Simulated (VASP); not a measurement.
# Ga (P6/mmm) in VASP: a series of runs

The runs below take Ga through single point, with PBE.

Program: VASP 6.6.1. These are calculated values, not measurements. Logs are shortened: lines on timing, memory, paths and dates and some standing lists are left out, and cuts for length are marked.

### 1 The cell of the first run

It takes space group P6/mmm (No. 191, hexagonal). Conventional cell: a = 2.650 Å, b = 2.650 Å, c = 2.552 Å, α = 90.00°, β = 90.00°, γ = 120.00°. Within 3.4 Å of Ga (site symmetry 6/mmm) lie 8 Ga at 2.55 to 2.65 Å.

### 2 Single point, PBE

INCAR

```
SYSTEM = Ga
  PREC = Accurate
  ENCUT = 520
  EDIFF = 1E-7
  ISMEAR = -1
  SIGMA = 0.08
  LREAL = .FALSE.
  LASPH = .TRUE.
  NELM = 60
  ALGO = Normal
  ISIF = 2
  LWAVE = .FALSE.
  LCHARG = .FALSE.
  GGA = PE
  NBANDS = 12
```

KPOINTS

```
regular mesh
0
G
  16 16 15
  0 0 0
```

POSCAR

```
Ga
1.0
    2.6501030665      0.0000000000      0.0000000000
   -1.3250515332      2.2950565782      0.0000000000
    0.0000000000      0.0000000000      2.5515812199
Ga
1
Direct
    0.0000000000      0.0000000000      0.0000000000
```

Potentials or basis: VASP PAW PBE potentials, release 64 (Ga_d).

Command:

```bash
$ cat potpaw_PBE.64/Ga_d/POTCAR > POTCAR
$ mpirun -np 1 vasp_std > vasp.out
```

OUTCAR:

```text
SYSTEM = Ga
   PREC = Accurate
   ENCUT = 520
   EDIFF = 1E-7
   ISMEAR = -1
   LREAL = .FALSE.
   LASPH = .TRUE.
   NELM = 60
   ISIF = 2
   GGA = PE

 ion  position               nearest neighbor table
   1  0.000  0.000  0.000-

  LATTYP: Found a hexagonal cell.
 ALAT       =     2.6501030665
 C/A-ratio  =     0.9628233906

  Lattice vectors:

 A1 = (   2.6501030665,   0.0000000000,   0.0000000000)
 A2 = (  -1.3250515332,   2.2950565782,   0.0000000000)
 A3 = (   0.0000000000,   0.0000000000,   2.5515812199)

Analysis of symmetry for initial positions (statically):
=====================================================================
 Subroutine PRICEL returns:
 Original cell was already a primitive cell.

 Routine SETGRP: Setting up the symmetry group for a
 hexagonal supercell.

 Subroutine GETGRP returns: Found 24 space group operations
 (whereof 24 operations were pure point group operations)
 out of a pool of 24 trial point group operations.

The static configuration has the point symmetry D_6h.

Analysis of symmetry for dynamics (positions and initial velocities):
=====================================================================
 Subroutine PRICEL returns:
 Original cell was already a primitive cell.

 Routine SETGRP: Setting up the symmetry group for a
 hexagonal supercell.

 Subroutine GETGRP returns: Found 24 space group operations
 (whereof 24 operations were pure point group operations)
 out of a pool of 24 trial point group operations.

The dynamic configuration has the point symmetry D_6h.

 Subroutine INISYM returns: Found 24 space group operations
 (whereof 24 operations are pure point group operations),
 and found     1 'primitive' translations

----------------------------------------------------------------------------------------

                                     Primitive cell

  volume of cell :      15.5191

  direct lattice vectors                    reciprocal lattice vectors
     2.650103066  0.000000000  0.000000000     0.377343815  0.217859553  0.000000000
    -1.325051533  2.295056578  0.000000000     0.000000000  0.435719106  0.000000000
     0.000000000  0.000000000  2.551581220     0.000000000  0.000000000  0.391913842

  length of vectors
     2.650103066  2.650103066  2.551581220     0.435719106  0.435719106  0.391913842

  position of ions in fractional coordinates (direct lattice)
     0.000000000  0.000000000  0.000000000

  ion indices of the primitive-cell ions
   primitive index   ion index
                 1           1

----------------------------------------------------------------------------------------

 KPOINTS: regular mesh

Automatic generation of k-mesh.
 Grid dimensions read from file:
 generate k-points for:   16   16   15

 Generating k-lattice:

  Cartesian coordinates                     Fractional coordinates (reciprocal lattice)
     0.023583988  0.013616222  0.000000000     0.062500000  0.000000000  0.000000000
     0.000000000  0.027232444  0.000000000     0.000000000  0.062500000  0.000000000
     0.000000000  0.000000000  0.026127589     0.000000000  0.000000000  0.066666667

  Length of vectors
     0.027232444  0.027232444  0.026127589

  Shift w.r.t. Gamma in fractional coordinates (k-lattice)
     0.000000000  0.000000000  0.000000000

 Subroutine IBZKPT returns following result:
 ===========================================

 Found    240 irreducible k-points:

 Following reciprocal coordinates:
            Coordinates               Weight
  0.000000  0.000000  0.000000      1.000000
  0.062500 -0.000000  0.000000      6.000000
  0.125000 -0.000000  0.000000      6.000000
  0.187500  0.000000  0.000000      6.000000
  0.250000 -0.000000  0.000000      6.000000
  0.312500  0.000000  0.000000      6.000000
[... 16 lines left out ...]
  0.187500  0.187500  0.000000      6.000000
  0.250000  0.187500  0.000000     12.000000
 [... further k-points ...]
   k-points           NKPTS =    240   k-points in BZ     NKDIM =    240   number of bands    NBANDS=     12
   number of dos      NEDOS =    301   number of ions     NIONS =      1
   total plane-waves  NPLWV =   8000
   dimension x,y,z NGX =    20 NGY =   20 NGZ =   20
   dimension x,y,z NGXF=    40 NGYF=   40 NGZF=   40
   ions per type =               1
   NGX,Y,Z   is equivalent  to a cutoff of  12.55, 12.55, 13.03 a.u.
   NGXF,Y,Z  is equivalent  to a cutoff of  25.09, 25.09, 26.06 a.u.
 SYSTEM =  Ga
   PREC   = accura    normal or accurate (medium, high low for compatibility)
   ISTART =      0    job   : 0-new  1-cont  2-samecut
   ICHARG =      2    charge: 1-file 2-atom 10-const
   ISPIN  =      1    spin polarized calculation?
   LNONCOLLINEAR =      F non collinear calculations
   LSORBIT =      F    spin-orbit coupling
   LASPH  =      T    aspherical Exc in radial PAW
   ENCUT  =  520.0 eV  38.22 Ry    6.18 a.u.   4.93  4.93  4.74*2*pi/ulx,y,z
   NELM   =     60;   NELMIN=  2; NELMDL= -5     # of ELM steps
   EDIFF  = 0.1E-06   stopping-criterion for ELM
   LREAL  =      F    real-space projection
   EDIFFG = 0.1E-05   stopping-criterion for IOM
   NSW    =      0    number of steps for IOM
   IBRION =     -1    ionic relax: 0-MD 1-quasi-New 2-CG
   NFREE  =      0    steps in history (QN), initial steepest desc. (CG)
   ISIF   =      2    stress and relaxation
   ISYM   =      2    0-nonsym 1-usesym 2-fastsym
   POTIM  = 0.5000    time-step for ionic-motion
   TEBEG  =    0.0;   TEEND  =   0.0 temperature during run
   PSTRESS=    0.0 pullay stress
   NELECT =      13.0000    total number of electrons
   NUPDOWN=      -1.0000    fix difference up-down
   EMIN   =  10.00;   EMAX   =-10.00  energy-range for DOS
   EFERMI =   0.00;   METHOD = LEGACY
   ISMEAR =    -1;   SIGMA  =   0.08  broadening in eV -4-tet -1-fermi 0-gaus
   EFERMI_NEDOS =   21; number of points for ismear=-14 and -15
   IALGO  =     38    algorithm
   IMIX   =      4    mixing-type and parameters
     AMIX     =   0.40;   BMIX     =  1.00
     AMIX_MAG =   1.60;   BMIX_MAG =  1.00
  volume/ion in A,a.u.               =      15.52       104.73
  Fermi-wavevector in a.u.,A,eV,Ry     =   1.543242  2.916305 32.403588  2.381597
  Thomas-Fermi vector in A             =   2.648933
   LORBIT       =      0    0 simple, 1 ext, 2 COOP (PROOUT), +10 PAW based schemes
   GGA     = PE    functional components
   LHFCALC =     F    Hartree Fock is set to
   AEXX    =    0.0000 exact exchange contribution
   IVDW    =     0    specifies the selected vdW correction
   LEPSILON=     F    determine dielectric tensor
   LRPA    =     F    only Hartree local field effects (RPA)
 non-spin polarized calculation
  energy-cutoff  :      520.00
  volume of cell :       15.52
 maximum number of plane-waves:       435
 NGX is ok and might be reduce to    20
   NGX =  9   NGY =  9   NGZ =  9

 number of electron      13.0000010 magnetization

 Free energy of the ion-electron system (eV)
  ---------------------------------------------------
  ext. energy  EPLUGINS =         0.00000000
  ---------------------------------------------------
  free energy    TOTEN  =        -2.68363015 eV

  energy without entropy =       -2.67543082  energy(sigma->0) =       -2.67953048

 E-fermi :   7.3439     XC(G=0): -11.9834

 val. band max:        7.3245247519   @ k =   0.3750   0.2500   0.4000
 cond. band min:       7.3504613567   @ k =   0.3750   0.0000   0.2000
 fundamental gap:      0.0259366048
 Fermi energy:         7.3439338876

 k-point     1 :       0.0000    0.0000    0.0000
  band No.  band energies     occupation
      1      -8.1962      2.00000
      2      -7.8018      2.00000
      3      -7.8018      2.00000
      4      -7.3758      2.00000
      5      -7.3758      2.00000
      6      -5.2256      2.00000
      7      17.0570      0.00000
      8      20.5116      0.00000
      9      21.4164      0.00000
     10      21.4165      0.00000
     11      24.9140      0.00000
     12      25.7167      0.00000

 k-point     2 :       0.0625   -0.0000    0.0000
  band No.  band energies     occupation
      1      -8.1860      2.00000
      2      -7.8090      2.00000
      3      -7.7847      2.00000
      4      -7.3848      2.00000
      5      -7.3777      2.00000
      6      -5.1121      2.00000
      7      17.1849      0.00000
      8      19.5842      0.00000
      9      20.7888      0.00000
     10      21.0695      0.00000
     11      23.5619      0.00000
     12      26.5413      0.00000

 k-point     3 :       0.1250   -0.0000    0.0000
  band No.  band energies     occupation
      1      -8.1593      2.00000
      2      -7.8301      2.00000
      3      -7.7356      2.00000
      4      -7.4102      2.00000
      5      -7.3832      2.00000
      6      -4.7675      2.00000
      7      17.0374      0.00000
      8      17.5657      0.00000
      9      19.5826      0.00000
     10      20.9427      0.00000
     11      22.8062      0.00000
     12      28.3390      0.00000
[... 286 lines left out ...]
 k-point    23 :       0.1875    0.1875    0.0000
  band No.  band energies     occupation
      1      -8.0338      2.00000
      2      -7.8940      2.00000
      3      -7.5470      2.00000
      4      -7.5284      2.00000
      5      -7.4298      2.00000
      6      -2.0432      2.00000
      7      10.3955      0.00000
      8      11.5312      0.00000
      9      20.3487      0.00000
     10      23.3634      0.00000
     11      26.4359      0.00000
     12      28.7088      0.00000

 k-point    24 :       0.2500    0.1875    0.0000
  band No.  band energies     occupation
      1      -8.0102      2.00000
      2      -7.8887      2.00000
      3      -7.5520      2.00000
      4      -7.5190      2.00000
      5      -7.4474      2.00000
      6      -0.8530      2.00000
      7       8.3305      0.00001
      8      10.4359      0.00000
      9      21.4707      0.00000
     10      24.2225      0.00000
     11      26.7467      0.00000
     12      30.1835      0.00000

 [... further k-points ...]

------------------------ aborting loop because EDIFF is reached ----------------------------------------

  FORCE on cell =-STRESS in cart. coord.  units (eV):
  Direction    XX          YY          ZZ          XY          YZ          ZX
  --------------------------------------------------------------------------------------
  -------------------------------------------------------------------------------------
  Total        1.8618165      1.8618165      1.8642657      0.0000000      0.0000000      0.0000000
  in kB      192.2126180    192.2126179    192.4654761      0.0000000      0.0000000      0.0000000
  external PRESSURE =     192.2969040 kB  Pullay stress =       0.0000000 kB

 VOLUME and BASIS-vectors are now :
 -----------------------------------------------------------------------------
  energy-cutoff  :      520.00
  volume of cell :       15.52
      direct lattice vectors                 reciprocal lattice vectors
     2.650103066  0.000000000  0.000000000     0.377343815  0.217859553  0.000000000
    -1.325051533  2.295056578  0.000000000     0.000000000  0.435719106  0.000000000
     0.000000000  0.000000000  2.551581220     0.000000000  0.000000000  0.391913842

 POSITION                                       TOTAL-FORCE (eV/Angst)
 -----------------------------------------------------------------------------------
      0.00000      0.00000      0.00000        -0.000000      0.000000      0.000000
 -----------------------------------------------------------------------------------
    total drift:                                0.000000      0.000000      0.000000

  FREE ENERGIE OF THE ION-ELECTRON SYSTEM (eV)
  ---------------------------------------------------
  free  energy   TOTEN  =        -2.6836301520 eV

  energy  without entropy=       -2.6754308171  energy(sigma->0) =       -2.67953048
```

Run time: 17 s. Hardware: 1 thread of Intel Xeon 6975P-C, shared host; peak memory 0.15 GiB.

What came out:

```
Free energy : -2.6836 eV
Pressure    : 19.2 GPa
```

### 3 Single point, PBE

INCAR

```
PREC     = Accurate       # precision mode
ENCUT    = 520            # plane-wave cutoff, eV
EDIFF    = 1E-6           # SCF threshold, eV
ISMEAR   = -1             # smearing method
SIGMA    = 0.08           # smearing width, eV
LREAL    = F              # projectors in reciprocal space
LASPH    = T              # aspherical terms in the spheres
NELM     = 100            # most SCF steps
ALGO     = Normal         # electronic algorithm
ISIF     = 2              # what is computed and relaxed
LWAVE    = F              # write WAVECAR
LCHARG   = T              # write CHGCAR
GGA      = PE             # functional
LELF     = T              # ELF
LVHAR    = T            
NBANDS   = 12             # bands
```

KPOINTS

```
Automatic mesh
0
Gamma
  16 16 15
```

POSCAR

```
Ga
1.0
    2.6503760436      0.0000000000      0.0000000000
   -1.3251880218      2.2952929833      0.0000000000
    0.0000000000      0.0000000000      2.5520192166
Ga
1
Direct
    0.0000000000      0.0000000000      0.0000000000
```

Potentials or basis: VASP PAW PBE potentials, release 64 (Ga_d).

Command:

```bash
$ cat potpaw_PBE.64/Ga_d/POTCAR > POTCAR
$ mpirun -np 1 vasp_std > vasp.out
```

OUTCAR:

```text
PREC = Accurate
   ENCUT = 520
   EDIFF = 1E-6
   ISMEAR = -1
   LREAL = F
   LASPH = T
   NELM = 100
   ISIF = 2
   GGA = PE

 ion  position               nearest neighbor table
   1  0.000  0.000  0.000-

  LATTYP: Found a hexagonal cell.
 ALAT       =     2.6503760436
 C/A-ratio  =     0.9628894823

  Lattice vectors:

 A1 = (   2.6503760436,   0.0000000000,   0.0000000000)
 A2 = (  -1.3251880218,   2.2952929833,   0.0000000000)
 A3 = (   0.0000000000,   0.0000000000,   2.5520192166)

Analysis of symmetry for initial positions (statically):
=====================================================================
 Subroutine PRICEL returns:
 Original cell was already a primitive cell.

 Routine SETGRP: Setting up the symmetry group for a
 hexagonal supercell.

 Subroutine GETGRP returns: Found 24 space group operations
 (whereof 24 operations were pure point group operations)
 out of a pool of 24 trial point group operations.

The static configuration has the point symmetry D_6h.

[... 166 lines left out ...]
  band No.  band energies     occupation
      1      -8.1994      2.00000
      2      -7.8053      2.00000
      3      -7.8053      2.00000
      4      -7.3796      2.00000
      5      -7.3796      2.00000
      6      -5.2265      2.00000
      7      17.0482      0.00000
      8      20.5028      0.00000
      9      21.4092      0.00000
     10      21.4092      0.00000
     11      24.9084      0.00000
     12      25.7098      0.00000
[... 331 lines left out ...]
 k-point    24 :       0.2500    0.1875    0.0000
  band No.  band energies     occupation
      1      -8.0134      2.00000
      2      -7.8921      2.00000
      3      -7.5558      2.00000
      4      -7.5227      2.00000
      5      -7.4512      2.00000
      6      -0.8550      2.00000
      7       8.3263      0.00001
      8      10.4318      0.00000
      9      21.4605      0.00000
     10      24.2133      0.00000
     11      26.7389      0.00000
     12      30.1748      0.00000

 [... further k-points ...]

------------------------ aborting loop because EDIFF is reached ----------------------------------------

  FORCE on cell =-STRESS in cart. coord.  units (eV):
  Direction    XX          YY          ZZ          XY          YZ          ZX
  --------------------------------------------------------------------------------------
  -------------------------------------------------------------------------------------
  Total        1.8527518      1.8527518      1.8541081     -0.0000000      0.0000000      0.0000000
  in kB      191.2045662    191.2045662    191.3445372     -0.0000000      0.0000000      0.0000000
  external PRESSURE =     191.2512232 kB  Pullay stress =       0.0000000 kB

 VOLUME and BASIS-vectors are now :
 -----------------------------------------------------------------------------
  energy-cutoff  :      520.00
  volume of cell :       15.52
      direct lattice vectors                 reciprocal lattice vectors
     2.650376044  0.000000000  0.000000000     0.377304950  0.217837114  0.000000000
    -1.325188022  2.295292983  0.000000000     0.000000000  0.435674229  0.000000000
     0.000000000  0.000000000  2.552019217     0.000000000  0.000000000  0.391846579

 POSITION                                       TOTAL-FORCE (eV/Angst)
 -----------------------------------------------------------------------------------
      0.00000      0.00000      0.00000         0.000000      0.000000      0.000000
 -----------------------------------------------------------------------------------
    total drift:                               -0.000000      0.000000      0.000000

  FREE ENERGIE OF THE ION-ELECTRON SYSTEM (eV)
  ---------------------------------------------------
  free  energy   TOTEN  =        -2.6843336143 eV

  energy  without entropy=       -2.6761358270  energy(sigma->0) =       -2.68023472
```

OSZICAR:

```text
N       E                     dE             d eps       ncg     rms          rms(c)
DAV:   1     0.425873938242E+02    0.42587E+02   -0.66844E+03  6372   0.201E+03
DAV:   2    -0.805127983267E+00   -0.43393E+02   -0.41556E+02  6020   0.262E+02
DAV:   3    -0.270552553228E+01   -0.19004E+01   -0.18965E+01  6616   0.443E+01
DAV:   4    -0.271973238888E+01   -0.14207E-01   -0.14205E-01  6568   0.395E+00
DAV:   5    -0.271988171121E+01   -0.14932E-03   -0.14932E-03  6900   0.386E-01    0.121E+00
DAV:   6    -0.269051816604E+01    0.29364E-01   -0.56092E-02  7092   0.527E+00    0.588E-01
DAV:   7    -0.268503588111E+01    0.54823E-02   -0.90865E-03  7384   0.179E+00    0.160E-01
DAV:   8    -0.268432997940E+01    0.70590E-03   -0.95367E-04  6896   0.541E-01    0.151E-02
DAV:   9    -0.268433391495E+01   -0.39355E-05   -0.91447E-06  7580   0.401E-02    0.375E-03
DAV:  10    -0.268433361430E+01    0.30064E-06   -0.48286E-07  4628   0.143E-02
   1 F= -.26843336E+01 E0= -.26802347E+01  d E =-.819779E-02
```

stdout:

```text
POSCAR found type information on POSCAR Ga
 POSCAR found :  1 types and       1 ions
 scaLAPACK will be used
 LDA part: xc-table for (Slater+PW92), standard interpolation
 POSCAR, INCAR and KPOINTS ok, starting setup
 FFT: planning ... GRIDC
 FFT: planning ... GRID_SOFT
 FFT: planning ... GRID
 WAVECAR not read
 entering main loop
```

It took 14 s on 1 thread of Intel Xeon 6975P-C, shared host; peak memory 0.16 GiB.

What came out:

| Quantity | Value |
| --- | --- |
| Free energy | -2.6843 eV |
| Pressure | 19.1 GPa |
